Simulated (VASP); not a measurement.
Here is a VASP 6.6.1 calculation.

Contents of INCAR:

```
ALGO = Normal
EDIFF = 1E-6
ENCUT = 520
GGA = PE
ISIF = 2
ISMEAR = 0
LASPH = True
LCHARG = False
LREAL = False
LWAVE = False
NBANDS = 24
NELM = 80
PREC = Accurate
SIGMA = 0.15
```

The input KPOINTS:

```
k-points
0
Gamma
  14 14 10
```

File POSCAR:

```
TaN
1.0
    0.0000000000     -2.2081122572     -2.2081122572
    0.0000000000      2.2081122572     -2.2081122572
    4.4162245144      0.0000000000      0.0000000000
Ta N
2 2
Direct
    0.5364019952      0.4635980048      0.0000000000
   -0.0364019952      0.0364019952      0.5000000000
    0.4594223529      0.5405776471      0.5000000000
    0.0405776471     -0.0405776471      0.0000000000
```

Potentials or basis: VASP PAW PBE potentials, release 64 (Ta_pv, N).

Run with:

```console
$ cat potpaw_PBE.64/Ta_pv/POTCAR potpaw_PBE.64/N/POTCAR > POTCAR
$ mpirun -np 1 vasp_std > vasp.out
```

Estimate the band gap on the k mesh.

zero (bands 16 and 17 overlap by 3.08 eV).

Predict the pressure.

1.2 GPa.

Forces on the atoms (eV/Å):
```
Ta   0.000  0.213  0.000
Ta   0.000 -0.213  0.000
N    0.000 -0.313  0.000
N    0.000  0.313  0.000
```

Caveat: the cell differs from its parent crystal (atoms displaced along a vibrational mode); spin-orbit coupling is left out, which moves the levels of the heavy elements.
